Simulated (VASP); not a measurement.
Wanted: the native input for a VASP 6.6.1 run.

- Task: single point
- Functional: PBE
- Potentials or basis: VASP PAW PBE potentials, release 64 (Sc_sv, Ga_d, Te, Se)
- Cutoff: 520 eV
- k mesh: 6 × 6 × 4
- Occupations: gaussian, width 0.1 eV
- Spin: no spin polarisation
- Dipole correction: no
- Further INCAR settings: ALGO = Normal; EDIFF = 1e-06; NBANDS = 29

The structure of ScGaTeSe2 lies in POSCAR:

```
ScGaTeSe2
1.0
    5.1287975196      0.0000000028      0.0000000000
   -2.5643987622      4.4416689414      0.0000000000
    0.0000000000      0.0000000000      5.6178440754
Sc Ga Te Se
1 1 1 2
Direct
    0.3333333333      0.6666666667      0.0000000000
    0.0000000000      0.0000000000      0.0000000000
    0.3333333333      0.6666666667      0.5000000000
    0.6666666667      0.3333333333      0.2332956846
    0.6666666667      0.3333333333      0.7667043154
```

The cell was generated, and may not be a known phase.

These files were run (other wordings do the same):

INCAR

```
SYSTEM = ScGaTeSe2
PREC = Accurate ; ENCUT = 520
EDIFF = 1E-6 ; ISMEAR = 0
SIGMA = 0.1 ; LREAL = .FALSE.
LASPH = .TRUE. ; NELM = 80
ALGO = Normal ; ISIF = 2
LWAVE = .FALSE. ; LCHARG = .FALSE.
GGA = PE ; NBANDS = 29
```

KPOINTS

```
regular mesh
0
G
  6 6 4
  0 0 0
```

Potentials or basis: VASP PAW PBE potentials, release 64 (Sc_sv, Ga_d, Te, Se).

Command:

```console
$ cat potpaw_PBE.64/Sc_sv/POTCAR potpaw_PBE.64/Ga_d/POTCAR potpaw_PBE.64/Te/POTCAR potpaw_PBE.64/Se/POTCAR > POTCAR
$ mpirun -np 1 vasp_std > vasp.out
```

It gave:

```
Pressure               : 0.1 GPa
Largest force          : 0.015 eV/Å
Band gap on the k mesh : zero (bands 21 and 22 overlap by 0.98 eV)
```

Caveat: spin-orbit coupling is left out, which moves the levels of the heavy elements.

Wall time 57 s on 1 thread of Intel(R) Xeon(R) 6975P-C (Granite Rapids), on a shared host, peak memory 0.3 GiB.
